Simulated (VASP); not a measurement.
# BeAu3 (Pm-3m) in VASP: notebook

The runs below take BeAu3 through single point, with PBE.

Program: VASP 6.6.1. These are calculated values, not measurements. Logs are shortened: lines on timing, memory, paths and dates and some standing lists are left out, and cuts for length are marked.

## (1) The cell of the first run

It takes space group Pm-3m (No. 221, cubic). The conventional cell has a = 4.012 Å, b = 4.012 Å, c = 4.012 Å, α = 90.00°, β = 90.00°, γ = 90.00°. Within 3.7 Å of Be (site symmetry m-3m) lie 12 Au at 2.84 Å. Au (site symmetry 4/mmm) has 4 Be at 2.84 Å and 8 Au at 2.84 Å within 3.7 Å.

## (2) Single point, PBE

The input, INCAR:

```
SYSTEM = BeAu3
PREC = Accurate
ENCUT = 520
EDIFF = 1E-6
ISMEAR = 1
SIGMA = 0.5
LREAL = .False.
LASPH = .True.
NELM = 80
ALGO = Normal
ISIF = 2
LWAVE = .False.
LCHARG = .True.
GGA = PE
LELF = .True.
LVHAR = .True.
NBANDS = 26
```

The input, KPOINTS:

```
regular mesh
0
Gamma
  5 5 5
  0 0 0
```

The input, POSCAR:

```
BeAu3
1.0
    4.0117060000      0.0000000000      0.0000000000
    0.0000000000      4.0117060000      0.0000000000
    0.0000000000      0.0000000000      4.0117060000
Be Au
1 3
Direct
    0.0000000000      0.0000000000      0.0000000000
    0.0000000000      0.5000000000      0.5000000000
    0.5000000000      0.0000000000      0.5000000000
    0.5000000000      0.5000000000      0.0000000000
```

Potentials or basis: VASP PAW PBE potentials, release 64 (Be, Au).

The run is started by

```bash
> cat potpaw_PBE.64/Be/POTCAR potpaw_PBE.64/Au/POTCAR > POTCAR
> mpirun -np 1 vasp_std > vasp.out
```

OUTCAR:

```text
SYSTEM = BeAu3
   PREC = Accurate
   ENCUT = 520
   EDIFF = 1E-6
   ISMEAR = 1
   LREAL = .False.
   LASPH = .True.
   NELM = 80
   ISIF = 2
   GGA = PE

 ion  position               nearest neighbor table
   1  0.000  0.000  0.000-   2 2.84   3 2.84   4 2.84   2 2.84   3 2.84   2 2.84   4 2.84   2 2.84
                             3 2.84   4 2.84   3 2.84   4 2.84
   2  0.000  0.500  0.500-   1 2.84   3 2.84   4 2.84   1 2.84   4 2.84   1 2.84   3 2.84   1 2.84
                             3 2.84   4 2.84   4 2.84   3 2.84
   3  0.500  0.000  0.500-   1 2.84   2 2.84   4 2.84   1 2.84   4 2.84   2 2.84   4 2.84   4 2.84
                             1 2.84   2 2.84   1 2.84   2 2.84
   4  0.500  0.500  0.000-   1 2.84   2 2.84   3 2.84   2 2.84   3 2.84   1 2.84   3 2.84   3 2.84
                             1 2.84   2 2.84   2 2.84   1 2.84

  LATTYP: Found a simple cubic cell.
 ALAT       =     4.0117060000

  Lattice vectors:

 A1 = (   4.0117060000,   0.0000000000,   0.0000000000)
 A2 = (   0.0000000000,   4.0117060000,   0.0000000000)
 A3 = (   0.0000000000,   0.0000000000,   4.0117060000)

Analysis of symmetry for initial positions (statically):
=====================================================================
 Subroutine PRICEL returns:
 Original cell was already a primitive cell.

 Routine SETGRP: Setting up the symmetry group for a
 simple cubic supercell.

 Subroutine GETGRP returns: Found 48 space group operations
 (whereof 48 operations were pure point group operations)
 out of a pool of 48 trial point group operations.

The static configuration has the point symmetry O_h .

Analysis of symmetry for dynamics (positions and initial velocities):
=====================================================================
 Subroutine PRICEL returns:
 Original cell was already a primitive cell.

 Routine SETGRP: Setting up the symmetry group for a
 simple cubic supercell.

 Subroutine GETGRP returns: Found 48 space group operations
 (whereof 48 operations were pure point group operations)
 out of a pool of 48 trial point group operations.

The dynamic configuration has the point symmetry O_h .

 Subroutine INISYM returns: Found 48 space group operations
 (whereof 48 operations are pure point group operations),
 and found     1 'primitive' translations

----------------------------------------------------------------------------------------

                                     Primitive cell

[... 79 lines left out ...]
   EDIFF  = 0.1E-05   stopping-criterion for ELM
   LREAL  =      F    real-space projection
   EDIFFG = 0.1E-04   stopping-criterion for IOM
   NSW    =      0    number of steps for IOM
   IBRION =     -1    ionic relax: 0-MD 1-quasi-New 2-CG
   NFREE  =      0    steps in history (QN), initial steepest desc. (CG)
   ISIF   =      2    stress and relaxation
   ISYM   =      2    0-nonsym 1-usesym 2-fastsym
   POTIM  = 0.5000    time-step for ionic-motion
   TEBEG  =    0.0;   TEEND  =   0.0 temperature during run
   PSTRESS=    0.0 pullay stress
   NELECT =      35.0000    total number of electrons
   NUPDOWN=      -1.0000    fix difference up-down
   EMIN   =  10.00;   EMAX   =-10.00  energy-range for DOS
   EFERMI =   0.00;   METHOD = LEGACY
   ISMEAR =     1;   SIGMA  =   0.50  broadening in eV -4-tet -1-fermi 0-gaus
   EFERMI_NEDOS =   21; number of points for ismear=-14 and -15
   IALGO  =     38    algorithm
   IMIX   =      4    mixing-type and parameters
     AMIX     =   0.40;   BMIX     =  1.00
     AMIX_MAG =   1.60;   BMIX_MAG =  1.00
  volume/ion in A,a.u.               =      16.14       108.92
  Fermi-wavevector in a.u.,A,eV,Ry     =   1.334858  2.522516 24.243486  1.781846
  Thomas-Fermi vector in A             =   2.463607
   LORBIT       =      0    0 simple, 1 ext, 2 COOP (PROOUT), +10 PAW based schemes
   GGA     = PE    functional components
   LHFCALC =     F    Hartree Fock is set to
   AEXX    =    0.0000 exact exchange contribution
   IVDW    =     0    specifies the selected vdW correction
   LEPSILON=     F    determine dielectric tensor
   LRPA    =     F    only Hartree local field effects (RPA)
 non-spin polarized calculation
 Methfessel and Paxton  Order N= 1 SIGMA  =   0.50
  energy-cutoff  :      520.00
  volume of cell :       64.56
 maximum number of plane-waves:      1763
 NGX is ok and might be reduce to    30
   NGX = 15   NGY = 15   NGZ = 15

 number of electron      35.0000009 magnetization

 Free energy of the ion-electron system (eV)
  ---------------------------------------------------
  ext. energy  EPLUGINS =         0.00000000
  ---------------------------------------------------
  free energy    TOTEN  =       -13.20502541 eV

  energy without entropy =      -13.23030600  energy(sigma->0) =      -13.21345227

 E-fermi :   8.4492     XC(G=0): -11.9474

 val. band max:        8.3454209161   @ k =   0.0000   0.0000   0.0000
 cond. band min:       8.7515099613   @ k =   0.2000   0.2000   0.2000
 fundamental gap:      0.4060890452
 Fermi energy:         8.4492452720

 k-point     1 :       0.0000    0.0000    0.0000
  band No.  band energies     occupation
      1      -1.4200      2.00000
      2       0.9887      2.00000
      3       1.9183      2.00000
      4       1.9183      2.00000
      5       1.9183      2.00000
      6       2.1757      2.00000
[... 279 lines left out ...]
     25      19.2144      0.00000
     26      19.2144      0.00000

------------------------ aborting loop because EDIFF is reached ----------------------------------------

  FORCE on cell =-STRESS in cart. coord.  units (eV):
  Direction    XX          YY          ZZ          XY          YZ          ZX
  --------------------------------------------------------------------------------------
  -------------------------------------------------------------------------------------
  Total       -0.6620093     -0.6620093     -0.6620093      0.0000000      0.0000000      0.0000000
  in kB      -16.4281016    -16.4281016    -16.4281016      0.0000000      0.0000000      0.0000000
  external PRESSURE =     -16.4281016 kB  Pullay stress =       0.0000000 kB

 VOLUME and BASIS-vectors are now :
 -----------------------------------------------------------------------------
  energy-cutoff  :      520.00
  volume of cell :       64.56
      direct lattice vectors                 reciprocal lattice vectors
     4.011706000  0.000000000  0.000000000     0.249270510  0.000000000  0.000000000
     0.000000000  4.011706000  0.000000000     0.000000000  0.249270510  0.000000000
     0.000000000  0.000000000  4.011706000     0.000000000  0.000000000  0.249270510

 POSITION                                       TOTAL-FORCE (eV/Angst)
 -----------------------------------------------------------------------------------
      0.00000      0.00000      0.00000         0.000000      0.000000      0.000000
      0.00000      2.00585      2.00585         0.000000      0.000000      0.000000
      2.00585      0.00000      2.00585         0.000000      0.000000      0.000000
      2.00585      2.00585      0.00000         0.000000      0.000000      0.000000
 -----------------------------------------------------------------------------------
    total drift:                                0.000000      0.000000     -0.000000

  FREE ENERGIE OF THE ION-ELECTRON SYSTEM (eV)
  ---------------------------------------------------
  free  energy   TOTEN  =       -13.2050254050 eV

  energy  without entropy=      -13.2303060031  energy(sigma->0) =      -13.21345227
```

Run time: 7.9 s. Hardware: 1 thread of AMD EPYC 9R45 (Zen 5), shared host; peak memory 0.14 GiB.

What came out:

| Item | Value |
| --- | --- |
| Free energy | -13.2050 eV |
| Pressure | -1.6 GPa |
| Band gap on the k mesh | zero (an odd number of electrons rules out a gap without spin polarisation) |

Caveat: so wide a smearing shifts energies and pressures; spin-orbit coupling is left out, which moves the levels of the heavy elements.

## (3) Single point, PBE

The input, INCAR:

```
ALGO = Normal ; EDIFF = 1E-6
ENCUT = 520 ; GGA = PE
ISIF = 2 ; ISMEAR = 1
LASPH = T ; LCHARG = T
LELF = T ; LREAL = F
LVHAR = T ; LWAVE = F
NBANDS = 26 ; NELM = 100
PREC = Accurate ; SIGMA = 0.3
```

The input, KPOINTS:

```
k-points
0
Gamma
  5 5 5
```

POSCAR is that of step 2.

Potentials or basis: VASP PAW PBE potentials, release 64 (Be, Au).

The run is started by

```bash
> cat potpaw_PBE.64/Be/POTCAR potpaw_PBE.64/Au/POTCAR > POTCAR
> mpirun -np 1 vasp_std > vasp.out
```

OUTCAR:

```text
EDIFF = 1E-6
   ENCUT = 520
   GGA = PE
   ISIF = 2
   ISMEAR = 1
   LASPH = T
   LREAL = F
   NELM = 100
   PREC = Accurate

 ion  position               nearest neighbor table
   1  0.000  0.000  0.000-   2 2.84   3 2.84   4 2.84   2 2.84   3 2.84   2 2.84   4 2.84   2 2.84
                             3 2.84   4 2.84   3 2.84   4 2.84
   2  0.000  0.500  0.500-   1 2.84   3 2.84   4 2.84   1 2.84   4 2.84   1 2.84   3 2.84   1 2.84
[... 479 lines left out ...]
  Direction    XX          YY          ZZ          XY          YZ          ZX
  --------------------------------------------------------------------------------------
  -------------------------------------------------------------------------------------
  Total       -0.6617458     -0.6617458     -0.6617458     -0.0000000     -0.0000000      0.0000000
  in kB      -16.4215637    -16.4215637    -16.4215637     -0.0000000     -0.0000000      0.0000000
  external PRESSURE =     -16.4215637 kB  Pullay stress =       0.0000000 kB

 VOLUME and BASIS-vectors are now :
 -----------------------------------------------------------------------------
  energy-cutoff  :      520.00
  volume of cell :       64.56
      direct lattice vectors                 reciprocal lattice vectors
     4.011706000  0.000000000  0.000000000     0.249270510  0.000000000  0.000000000
     0.000000000  4.011706000  0.000000000     0.000000000  0.249270510  0.000000000
     0.000000000  0.000000000  4.011706000     0.000000000  0.000000000  0.249270510

 POSITION                                       TOTAL-FORCE (eV/Angst)
 -----------------------------------------------------------------------------------
      0.00000      0.00000      0.00000         0.000000      0.000000      0.000000
      0.00000      2.00585      2.00585         0.000000      0.000000      0.000000
      2.00585      0.00000      2.00585         0.000000      0.000000      0.000000
      2.00585      2.00585      0.00000         0.000000      0.000000      0.000000
 -----------------------------------------------------------------------------------
    total drift:                                0.000000      0.000000     -0.000000

  FREE ENERGIE OF THE ION-ELECTRON SYSTEM (eV)
  ---------------------------------------------------
  free  energy   TOTEN  =       -13.2149394830 eV

  energy  without entropy=      -13.2247939869  energy(sigma->0) =      -13.21822432
```

stdout:

```text
POSCAR found type information on POSCAR BeAu
 POSCAR found :  2 types and       4 ions
 scaLAPACK will be used
 LDA part: xc-table for (Slater+PW92), standard interpolation
 POSCAR, INCAR and KPOINTS ok, starting setup
 FFT: planning ... GRIDC
 FFT: planning ... GRID_SOFT
 FFT: planning ... GRID
 WAVECAR not read
 entering main loop
```

It took 7.9 s on 1 thread of AMD EPYC 9R45 (Zen 5), shared host; peak memory 0.14 GiB.

Results:

```yaml
Free_energy: -13.2149 eV
Pressure: -1.6 GPa
Band_gap_on_the_k_mesh: zero (an odd number of electrons rules out a gap without spin polarisation)
```

Caveat: so wide a smearing shifts energies and pressures; spin-orbit coupling is left out, which moves the levels of the heavy elements.

## (4) Single point, PBE

The input, INCAR:

```
SYSTEM = BeAu3
  PREC = Accurate
  ENCUT = 520
  EDIFF = 1E-6
  ISMEAR = 1
  SIGMA = 0.2
  LREAL = .False.
  LASPH = .True.
  NELM = 80
  ALGO = Normal
  ISIF = 2
  LWAVE = .False.
  LCHARG = .False.
  GGA = PE
  NBANDS = 26
```

The input, KPOINTS:

```
regular mesh
0
Gamma
  5 5 5
  0 0 0
```

POSCAR is that of step 3.

Potentials or basis: VASP PAW PBE potentials, release 64 (Be, Au).

The run is started by

```bash
> cat potpaw_PBE.64/Be/POTCAR potpaw_PBE.64/Au/POTCAR > POTCAR
> mpirun -np 1 vasp_std > vasp.out
```

OUTCAR:

```text
SYSTEM = BeAu3
   PREC = Accurate
   ENCUT = 520
   EDIFF = 1E-6
   ISMEAR = 1
   LREAL = .False.
   LASPH = .True.
   NELM = 80
   ISIF = 2
   GGA = PE

 ion  position               nearest neighbor table
   1  0.000  0.000  0.000-   2 2.84   3 2.84   4 2.84   2 2.84   3 2.84   2 2.84   4 2.84   2 2.84
                             3 2.84   4 2.84   3 2.84   4 2.84
   2  0.000  0.500  0.500-   1 2.84   3 2.84   4 2.84   1 2.84   4 2.84   1 2.84   3 2.84   1 2.84
                             3 2.84   4 2.84   4 2.84   3 2.84
   3  0.500  0.000  0.500-   1 2.84   2 2.84   4 2.84   1 2.84   4 2.84   2 2.84   4 2.84   4 2.84
                             1 2.84   2 2.84   1 2.84   2 2.84
   4  0.500  0.500  0.000-   1 2.84   2 2.84   3 2.84   2 2.84   3 2.84   1 2.84   3 2.84   3 2.84
[... 478 lines left out ...]
  Total       -0.6433081     -0.6433081     -0.6433081      0.0000000      0.0000000      0.0000000
  in kB      -15.9640224    -15.9640224    -15.9640224      0.0000000      0.0000000      0.0000000
  external PRESSURE =     -15.9640224 kB  Pullay stress =       0.0000000 kB

 VOLUME and BASIS-vectors are now :
 -----------------------------------------------------------------------------
  energy-cutoff  :      520.00
  volume of cell :       64.56
      direct lattice vectors                 reciprocal lattice vectors
     4.011706000  0.000000000  0.000000000     0.249270510  0.000000000  0.000000000
     0.000000000  4.011706000  0.000000000     0.000000000  0.249270510  0.000000000
     0.000000000  0.000000000  4.011706000     0.000000000  0.000000000  0.249270510

 POSITION                                       TOTAL-FORCE (eV/Angst)
 -----------------------------------------------------------------------------------
      0.00000      0.00000      0.00000         0.000000      0.000000      0.000000
      0.00000      2.00585      2.00585         0.000000      0.000000      0.000000
      2.00585      0.00000      2.00585         0.000000      0.000000      0.000000
      2.00585      2.00585      0.00000         0.000000      0.000000      0.000000
 -----------------------------------------------------------------------------------
    total drift:                                0.000000      0.000000     -0.000000

  FREE ENERGIE OF THE ION-ELECTRON SYSTEM (eV)
  ---------------------------------------------------
  free  energy   TOTEN  =       -13.2162350411 eV

  energy  without entropy=      -13.2149755418  energy(sigma->0) =      -13.21581521
```

OSZICAR:

```text
N       E                     dE             d eps       ncg     rms          rms(c)
DAV:   1     0.204295015167E+03    0.20430E+03   -0.17559E+04   520   0.127E+03
DAV:   2    -0.930304754178E+01   -0.21360E+03   -0.20146E+03   574   0.279E+02
DAV:   3    -0.145245438422E+02   -0.52215E+01   -0.51588E+01   606   0.448E+01
DAV:   4    -0.145642767186E+02   -0.39733E-01   -0.39689E-01   548   0.427E+00
DAV:   5    -0.145647283982E+02   -0.45168E-03   -0.45167E-03   556   0.498E-01    0.152E+01
DAV:   6    -0.132746179736E+02    0.12901E+01   -0.32714E+00   552   0.142E+01    0.996E+00
DAV:   7    -0.132314628387E+02    0.43155E-01   -0.89730E-02   558   0.181E+00    0.537E+00
DAV:   8    -0.132165654417E+02    0.14897E-01   -0.15239E-02   594   0.767E-01    0.140E-01
DAV:   9    -0.132162277245E+02    0.33772E-03   -0.13293E-03   546   0.191E-01    0.713E-02
DAV:  10    -0.132162326010E+02   -0.48765E-05   -0.11621E-04   580   0.659E-02    0.131E-02
DAV:  11    -0.132162340798E+02   -0.14788E-05   -0.33778E-06   496   0.121E-02    0.836E-03
DAV:  12    -0.132162350411E+02   -0.96128E-06   -0.41441E-07   292   0.500E-03
   1 F= -.13216235E+02 E0= -.13215815E+02  d E =-.125950E-02
```

Wall time 7.3 s (1 thread of AMD EPYC 9R45 (Zen 5), shared host); peak memory 0.14 GiB.

Results:

* Free energy: -13.2162 eV
* Pressure: -1.6 GPa
* Band gap on the k mesh: zero (an odd number of electrons rules out a gap without spin polarisation)

Levels at points of the mesh, in eV from the Fermi level:
```
           k point  band 15  band 16  band 17  band 18  band 19  band 20
(0.00, 0.00, 0.00)    -1.66    -1.66    -0.02    -0.02    -0.02     4.88
```

Caveat: spin-orbit coupling is left out, which moves the levels of the heavy elements.

## (5) Single point, PBE

The input, INCAR:

```
SYSTEM = BeAu3
PREC     = Accurate       ! precision mode
ENCUT    = 520            ! plane-wave cutoff, eV
EDIFF    = 1E-6           ! SCF threshold, eV
ISMEAR   = 1              ! smearing method
SIGMA    = 0.1            ! smearing width, eV
LREAL    = .False.        ! projectors in reciprocal space
LASPH    = .True.         ! aspherical terms in the spheres
NELM     = 100            ! most SCF steps
ALGO     = Normal         ! electronic algorithm
ISIF     = 2              ! what is computed and relaxed
LWAVE    = .False.        ! write WAVECAR
LCHARG   = .False.        ! write CHGCAR
GGA      = PE             ! functional
NBANDS   = 26             ! bands
```

KPOINTS is that of step 4.

POSCAR is that of step 4.

The run is started by

```bash
> cat potpaw_PBE.64/Be/POTCAR potpaw_PBE.64/Au/POTCAR > POTCAR
> mpirun -np 1 vasp_std > vasp.out
```

It took 7.5 s on 1 thread of AMD EPYC 9R45 (Zen 5), shared host; peak memory 0.14 GiB.

Results (log left out):

- Free energy: -13.2151 eV
- Pressure: -1.5 GPa
- Band gap on the k mesh: zero (an odd number of electrons rules out a gap without spin polarisation)

Levels at points of the mesh, in eV from the Fermi level:
| k point | band 14 | band 15 | band 16 | band 17 | band 18 | band 19 | band 20 | band 21 |
| --- | --- | --- | --- | --- | --- | --- | --- | --- |
| (0.00, 0.00, 0.00) | -1.62 | -1.62 | -1.62 | 0.02 | 0.02 | 0.02 | 4.92 | 5.28 |

Caveat: spin-orbit coupling is left out, which moves the levels of the heavy elements.

## (6) The runs side by side

| smearing | gap on the mesh (eV) | pressure (GPa) |
| --- | --- | --- |
| methfessel-paxton 0.5 eV | none | -1.6 |
| methfessel-paxton 0.3 eV | none | -1.6 |
| methfessel-paxton 0.2 eV | none | -1.6 |
| methfessel-paxton 0.1 eV | none | -1.5 |

Alike in all rows: task single point; level PBE; potentials or basis VASP PAW PBE potentials, release 64 (Be, Au); no spin polarisation; cell as given; k mesh 5 × 5 × 5; cutoff (eV) 520.

Caveats: spin-orbit coupling is left out, which moves the levels of the heavy elements; so wide a smearing shifts energies and pressures (at least some runs).

Total energies depend on the potentials used, so only differences within one code and one set of settings carry meaning.
